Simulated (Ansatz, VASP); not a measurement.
# Two plane-wave programs on TlCl

```
CELL_PARAMETERS angstrom
3.76930 0.00000 0.00000
0.00000 3.76930 0.00000
0.00000 0.00000 3.76930
ATOMIC_POSITIONS crystal
Tl 0.00000 0.00000 0.00000
Cl 0.50000 0.50000 0.50000
```

Alike in both runs: functional PBEsol; k mesh 8 × 8 × 8; occupations gaussian, width 0.02 eV; no spin polarisation.

Ansatz relaxed the structure, and its values are those at the end. VASP's run is a single point on that final structure, the one shown.

|  | VASP | Ansatz |
| --- | --- | --- |
| version | VASP 6.6.1 | Ansatz 0.2.0 |
| potentials or method | VASP PAW PBE potentials, release 64 (Tl_d, Cl), cutoff 500 eV | scalar-relativistic, plane waves, PAW |
| valence electrons in the cell | 20 | 20 |

|  | VASP | Ansatz | Ansatz less VASP |
| --- | --- | --- | --- |
| gap on the k mesh at the Fermi level (eV) | 1.80 | 1.80 | -0.006 |
| least direct gap on the mesh (eV) | 1.80 | 1.80 | -0.006 |
| pressure (GPa) | -0.1 | 0.0 | +0.07 |

VASP's potentials were made for PBE, not for PBEsol. The functional is the same, so the differences come from potentials, cutoffs and numerics.

Spin-orbit coupling is off throughout.
